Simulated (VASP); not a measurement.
# Rb in VASP: notebook, part 3 of 3

VASP 6.6.1. The steps go on from the part before.

**6. Single point, PBE**

This run uses another cell than the first one, of 101.02 Å³/atom, 1.060 times its volume.

Input file INCAR:

```
  PREC = Accurate
  ENCUT = 520
  EDIFF = 1E-7
  ISMEAR = -1
  SIGMA = 0.05
  LREAL = False
  LASPH = True
  NELM = 80
  ALGO = Normal
  ISIF = 2
  LWAVE = False
  LCHARG = False
  GGA = PE
  NBANDS = 16
```

Input file KPOINTS:

```
regular mesh
0
Gamma
  6 6 3
```

Input file POSCAR:

```
Rb
1.0
    2.5879570603     -4.5318924641      0.0000000000
    2.5879570603      4.5318924641      0.0000000000
    0.0000000000      0.0000000000      8.6136919787
Rb
2
Direct
    0.1602887400      0.8397112600      0.7500000000
    0.8397112600      0.1602887400      0.2500000000
```

Potentials or basis: VASP PAW PBE potentials, release 64 (Rb_sv).

Launch:

```
cat potpaw_PBE.64/Rb_sv/POTCAR > POTCAR
mpirun -np 1 vasp_std > vasp.out
```

OUTCAR:

```text
PREC = Accurate
   ENCUT = 520
   EDIFF = 1E-7
   ISMEAR = -1
   LREAL = False
   LASPH = True
   NELM = 80
   ISIF = 2
   GGA = PE

 ion  position               nearest neighbor table
   1  0.160  0.840  0.750-   2 5.20   2 5.20   2 5.28   2 5.28   2 5.28   2 5.28
   2  0.840  0.160  0.250-   1 5.20   1 5.20   1 5.28   1 5.28   1 5.28   1 5.28

  LATTYP: Found a base centered orthorhombic cell.
 ALAT       =     5.1759141206
 B/A-ratio  =     1.7511466993
 C/A-ratio  =     1.6641875769

  Lattice vectors:

 A1 = (   2.5879570603,  -4.5318924641,   0.0000000000)
 A2 = (   2.5879570603,   4.5318924641,   0.0000000000)
 A3 = (   0.0000000000,   0.0000000000,   8.6136919787)

Analysis of symmetry for initial positions (statically):
=====================================================================
 Subroutine PRICEL returns:
 Original cell was already a primitive cell.

 Routine SETGRP: Setting up the symmetry group for a
 base centered orthorhombic supercell.

 Subroutine GETGRP returns: Found  8 space group operations
 (whereof  4 operations were pure point group operations)
 out of a pool of  8 trial point group operations.

The static configuration has the point symmetry C_2h.
 The point group associated with its full space group is D_2h.

Analysis of symmetry for dynamics (positions and initial velocities):
=====================================================================
 Subroutine PRICEL returns:
 Original cell was already a primitive cell.

 Routine SETGRP: Setting up the symmetry group for a
 base centered orthorhombic supercell.

 Subroutine GETGRP returns: Found  8 space group operations
 (whereof  4 operations were pure point group operations)
 out of a pool of  8 trial point group operations.

The dynamic configuration has the point symmetry C_2h.
 The point group associated with its full space group is D_2h.

 Subroutine INISYM returns: Found  8 space group operations
 (whereof  4 operations are pure point group operations),
 and found     1 'primitive' translations

----------------------------------------------------------------------------------------

                                     Primitive cell

  volume of cell :     202.0487

  direct lattice vectors                    reciprocal lattice vectors
     2.587957060 -4.531892464  0.000000000     0.193202587 -0.110329185  0.000000000
     2.587957060  4.531892464  0.000000000     0.193202587  0.110329185  0.000000000
     0.000000000  0.000000000  8.613691979     0.000000000  0.000000000  0.116094237

  length of vectors
     5.218771029  5.218771029  8.613691979     0.222485435  0.222485435  0.116094237

  position of ions in fractional coordinates (direct lattice)
     0.160288740  0.839711260  0.750000000
     0.839711260  0.160288740  0.250000000

  ion indices of the primitive-cell ions
   primitive index   ion index
                 1           1
                 2           2

----------------------------------------------------------------------------------------

 KPOINTS: regular mesh

Automatic generation of k-mesh.
 Grid dimensions read from file:
 generate k-points for:    6    6    3

 Generating k-lattice:

  Cartesian coordinates                     Fractional coordinates (reciprocal lattice)
     0.032200431 -0.018388197  0.000000000     0.166666667 -0.000000000  0.000000000
     0.032200431  0.018388197  0.000000000    -0.000000000  0.166666667  0.000000000
     0.000000000  0.000000000  0.038698079     0.000000000  0.000000000  0.333333333

  Length of vectors
     0.037080906  0.037080906  0.038698079

  Shift w.r.t. Gamma in fractional coordinates (k-lattice)
     0.000000000  0.000000000  0.000000000

 Subroutine IBZKPT returns following result:
 ===========================================

 Found     26 irreducible k-points:

 Following reciprocal coordinates:
            Coordinates               Weight
  0.000000  0.000000  0.000000      1.000000
  0.166667 -0.000000  0.000000      4.000000
  0.333333 -0.000000  0.000000      4.000000
  0.500000  0.000000  0.000000      2.000000
  0.166667  0.166667  0.000000      2.000000
  0.333333  0.166667  0.000000      4.000000
[... 16 lines left out ...]
  0.333333  0.333333  0.333333      4.000000
  0.500000  0.333333  0.333333      8.000000
 [... further k-points ...]
   k-points           NKPTS =     26   k-points in BZ     NKDIM =     26   number of bands    NBANDS=     16
   number of dos      NEDOS =    301   number of ions     NIONS =      2
   total plane-waves  NPLWV = 102400
   dimension x,y,z NGX =    40 NGY =   40 NGZ =   64
   dimension x,y,z NGXF=    80 NGYF=   80 NGZF=  128
   ions per type =               2
   NGX,Y,Z   is equivalent  to a cutoff of  12.74, 12.74, 12.35 a.u.
   NGXF,Y,Z  is equivalent  to a cutoff of  25.48, 25.48, 24.70 a.u.
 SYSTEM =  unknown system
   PREC   = accura    normal or accurate (medium, high low for compatibility)
   ISTART =      0    job   : 0-new  1-cont  2-samecut
   ICHARG =      2    charge: 1-file 2-atom 10-const
   ISPIN  =      1    spin polarized calculation?
   LNONCOLLINEAR =      F non collinear calculations
   LSORBIT =      F    spin-orbit coupling
   LASPH  =      T    aspherical Exc in radial PAW
   ENCUT  =  520.0 eV  38.22 Ry    6.18 a.u.   9.70  9.70 16.02*2*pi/ulx,y,z
   NELM   =     80;   NELMIN=  2; NELMDL= -5     # of ELM steps
   EDIFF  = 0.1E-06   stopping-criterion for ELM
   LREAL  =      F    real-space projection
   EDIFFG = 0.1E-05   stopping-criterion for IOM
   NSW    =      0    number of steps for IOM
   IBRION =     -1    ionic relax: 0-MD 1-quasi-New 2-CG
   NFREE  =      0    steps in history (QN), initial steepest desc. (CG)
   ISIF   =      2    stress and relaxation
   ISYM   =      2    0-nonsym 1-usesym 2-fastsym
   POTIM  = 0.5000    time-step for ionic-motion
   TEBEG  =    0.0;   TEEND  =   0.0 temperature during run
   PSTRESS=    0.0 pullay stress
   NELECT =      18.0000    total number of electrons
   NUPDOWN=      -1.0000    fix difference up-down
   EMIN   =  10.00;   EMAX   =-10.00  energy-range for DOS
   EFERMI =   0.00;   METHOD = LEGACY
   ISMEAR =    -1;   SIGMA  =   0.05  broadening in eV -4-tet -1-fermi 0-gaus
   EFERMI_NEDOS =   21; number of points for ismear=-14 and -15
   IALGO  =     38    algorithm
   IMIX   =      4    mixing-type and parameters
     AMIX     =   0.40;   BMIX     =  1.00
     AMIX_MAG =   1.60;   BMIX_MAG =  1.00
  volume/ion in A,a.u.               =     101.02       681.75
  Fermi-wavevector in a.u.,A,eV,Ry     =   0.731162  1.381696  7.273647  0.534598
  Thomas-Fermi vector in A             =   1.823311
   LORBIT       =      0    0 simple, 1 ext, 2 COOP (PROOUT), +10 PAW based schemes
   GGA     = PE    functional components
   LHFCALC =     F    Hartree Fock is set to
   AEXX    =    0.0000 exact exchange contribution
   IVDW    =     0    specifies the selected vdW correction
   LEPSILON=     F    determine dielectric tensor
   LRPA    =     F    only Hartree local field effects (RPA)
 non-spin polarized calculation
  energy-cutoff  :      520.00
  volume of cell :      202.05
 maximum number of plane-waves:      5468
   NGX = 19   NGY = 19   NGZ = 33

 number of electron      18.0000000 magnetization

 Free energy of the ion-electron system (eV)
  ---------------------------------------------------
  ext. energy  EPLUGINS =         0.00000000
  ---------------------------------------------------
  free energy    TOTEN  =        -1.84905408 eV

  energy without entropy =       -1.82247731  energy(sigma->0) =       -1.83576570

 E-fermi :  -0.2246     XC(G=0):  -5.2207

 val. band max:       -0.2275121474   @ k =   0.5000   0.3333   0.3333
 cond. band min:      -0.2173948313   @ k =   0.5000   0.1667   0.3333
 fundamental gap:      0.0101173160
 Fermi energy:        -0.2245748888

 k-point     1 :       0.0000    0.0000    0.0000
  band No.  band energies     occupation
      1     -29.1662      2.00000
      2     -29.1641      2.00000
      3     -13.2794      2.00000
      4     -13.2275      2.00000
      5     -13.2250      2.00000
      6     -13.2179      2.00000
[... 8 lines left out ...]
     15       3.5558      0.00000
     16       3.5571      0.00000
[... 419 lines left out ...]
 k-point    24 :       0.5000    0.3333    0.3333
  band No.  band energies     occupation
      1     -29.1638      2.00000
      2     -29.1635      2.00000
      3     -13.2747      2.00000
      4     -13.2710      2.00000
      5     -13.2463      2.00000
      6     -13.2408      2.00000
[... 8 lines left out ...]
     15       2.7359      0.00000
     16       3.5132      0.00000

 [... further k-points ...]
[... 5 lines left out ...]
  --------------------------------------------------------------------------------------
  -------------------------------------------------------------------------------------
  Total       -0.2490709     -0.2147839     -0.3452020      0.0000000      0.0000000      0.0000000
  in kB       -1.9750476     -1.7031635     -2.7373346      0.0000000      0.0000000      0.0000000
  external PRESSURE =      -2.1385152 kB  Pullay stress =       0.0000000 kB

 VOLUME and BASIS-vectors are now :
 -----------------------------------------------------------------------------
  energy-cutoff  :      520.00
  volume of cell :      202.05
      direct lattice vectors                 reciprocal lattice vectors
     2.587957060 -4.531892464  0.000000000     0.193202587 -0.110329185  0.000000000
     2.587957060  4.531892464  0.000000000     0.193202587  0.110329185  0.000000000
     0.000000000  0.000000000  8.613691979     0.000000000  0.000000000  0.116094237

 POSITION                                       TOTAL-FORCE (eV/Angst)
 -----------------------------------------------------------------------------------
      2.58796      3.07907      6.46027         0.000000     -0.003959      0.000000
      2.58796     -3.07907      2.15342         0.000000      0.003959      0.000000
 -----------------------------------------------------------------------------------
    total drift:                                0.000000      0.000000     -0.000000

  FREE ENERGIE OF THE ION-ELECTRON SYSTEM (eV)
  ---------------------------------------------------
  free  energy   TOTEN  =        -1.8490540800 eV

  energy  without entropy=       -1.8224773136  energy(sigma->0) =       -1.83576570
```

OSZICAR:

```text
N       E                     dE             d eps       ncg     rms          rms(c)
DAV:   1     0.118991679002E+03    0.11899E+03   -0.68120E+03   832   0.844E+02
DAV:   2     0.112520267253E+02   -0.10774E+03   -0.10399E+03  1184   0.183E+02
DAV:   3    -0.671670318495E+00   -0.11924E+02   -0.11817E+02  1080   0.583E+01
DAV:   4    -0.183571254136E+01   -0.11640E+01   -0.11636E+01  1456   0.133E+01
DAV:   5    -0.184427447829E+01   -0.85619E-02   -0.85617E-02  1160   0.136E+00    0.154E+00
DAV:   6    -0.184648073749E+01   -0.22063E-02   -0.60943E-03  1256   0.379E-01    0.914E-01
DAV:   7    -0.184874405699E+01   -0.22633E-02   -0.47412E-03  1088   0.381E-01    0.643E-02
DAV:   8    -0.184899264322E+01   -0.24859E-03   -0.23826E-04  1360   0.820E-02    0.308E-02
DAV:   9    -0.184905355765E+01   -0.60914E-04   -0.64170E-05  1144   0.534E-02    0.865E-03
DAV:  10    -0.184905381963E+01   -0.26198E-06   -0.99196E-06  1184   0.166E-02    0.244E-03
DAV:  11    -0.184905401611E+01   -0.19648E-06   -0.51203E-07  1160   0.355E-03    0.742E-04
DAV:  12    -0.184905407997E+01   -0.63860E-07   -0.53799E-08   928   0.103E-03
   1 F= -.18490541E+01 E0= -.18357657E+01  d E =-.265768E-01
```

stdout:

```text
POSCAR found type information on POSCAR Rb
 POSCAR found :  1 types and       2 ions
 scaLAPACK will be used
 LDA part: xc-table for (Slater+PW92), standard interpolation
 POSCAR, INCAR and KPOINTS ok, starting setup
 FFT: planning ... GRIDC
 FFT: planning ... GRID_SOFT
 FFT: planning ... GRID
 WAVECAR not read
 entering main loop
```

Wall time 83 s (1 thread of Intel Xeon Platinum 8488C (Sapphire Rapids), shared host); peak memory 0.31 GiB.

Results:

```yaml
Free_energy: -1.8491 eV
Pressure: -0.2 GPa
Largest_force: 0.004 eV/Å
Band_gap_on_the_k_mesh: zero (band 9 reaches 0.68 eV, above the bottom of band 10 at -1.01 eV)
```

Forces on the atoms (eV/Å):
```
Rb   0.000 -0.004  0.000
Rb   0.000  0.004  0.000
```

Levels at points of the mesh, in eV from the Fermi level:
```csv
k point,band 5,band 6,band 7,band 8,band 9,band 10,band 11,band 12,band 13,band 14
"(0.00, 0.00, 0.00)",-13.00,-12.99,-12.99,-12.99,-1.82,0.12,0.58,3.36,3.41,3.48
"(0.50, 0.00, 0.00)",-13.03,-13.02,-13.01,-13.00,0.07,0.34,1.33,1.57,1.99,2.33
"(0.50, 0.50, 0.00)",-13.02,-13.02,-13.01,-13.00,0.06,0.28,1.36,1.60,1.89,2.27
```

**7. Single point, PBE (atoms moved at random)**

Input file INCAR:

```
PREC = Accurate
ENCUT = 520
EDIFF = 1E-7
ISMEAR = -1
SIGMA = 0.05
LREAL = F
LASPH = T
NELM = 100
ALGO = Fast
ISIF = 2
LWAVE = F
LCHARG = F
GGA = PE
NBANDS = 16
```

KPOINTS is that of step 6.

Input file POSCAR:

```
Rb
1.0
    2.5381762600     -4.4447189800      0.0000000000
    2.5381762600      4.4447189800      0.0000000000
    0.0000000000      0.0000000000      8.4480028000
Rb
2
Direct
    0.1617920000      0.8349920000      0.7516800000
    0.8297570000      0.1734840000      0.2516740000
```

Launch:

```
cat potpaw_PBE.64/Rb_sv/POTCAR > POTCAR
mpirun -np 1 vasp_std > vasp.out
```

It took 4.3 min on 1 thread of Intel Xeon Platinum 8488C (Sapphire Rapids), shared host; peak memory 0.37 GiB.

It converged, with:

```
Free energy            : -1.8601 eV
Pressure               : -0.1 GPa
Band gap on the k mesh : zero (band 9 reaches 0.81 eV, above the bottom of band 10 at -0.92 eV)
```

Forces on the atoms (eV/Å):
```
Rb   0.001  0.003  0.000
Rb  -0.001 -0.003  0.000
```

Stress tensor (GPa, compression positive):
```
-0.06  0.00  0.00
 0.00 -0.06  0.00
 0.00  0.00 -0.16
```

Levels at points of the mesh, in eV from the Fermi level:
```csv
k point,band 6,band 7,band 8,band 9,band 10,band 11,band 12,band 13
"(0.00, 0.00, 0.00)",-12.96,-12.95,-12.95,-1.90,0.12,0.61,3.43,3.46
"(0.50, 0.00, 0.00)",-12.98,-12.97,-12.97,0.08,0.34,1.32,1.58,2.02
"(0.00, 0.50, 0.00)",-12.98,-12.97,-12.97,0.08,0.34,1.33,1.58,2.00
"(0.50, 0.50, 0.00)",-12.98,-12.97,-12.97,0.05,0.31,1.31,1.58,2.00
```

Caveat: the cell differs from its parent crystal (atoms moved at random).

**8. Overview**

| cell | gap on the mesh (eV) | pressure (GPa) |
| --- | --- | --- |
| a = 5.118, b = 5.118, c = 8.448 Å, angles 90.0, 90.0, 120.5°, 2 atoms | none | -0.1 |
| a = 5.152, b = 5.152, c = 8.504 Å, angles 90.0, 90.0, 120.5°, 2 atoms | none | -0.1 |
| a = 5.186, b = 5.186, c = 8.559 Å, angles 90.0, 90.0, 120.5°, 2 atoms | none | -0.2 |
| a = 5.219, b = 5.219, c = 8.614 Å, angles 90.0, 90.0, 120.5°, 2 atoms | none | -0.2 |

Some of these runs hold the atoms at other places in the same cell, which the table doesn't show; runs alike in all that it shows share one row.

Alike in all rows: task single point; level PBE; potentials or basis VASP PAW PBE potentials, release 64 (Rb_sv); no spin polarisation; k mesh 6 × 6 × 3; cutoff (eV) 520; smearing fermi-dirac 0.05 eV.

Total energies depend on the potentials used, so only differences within one code and one set of settings carry meaning.
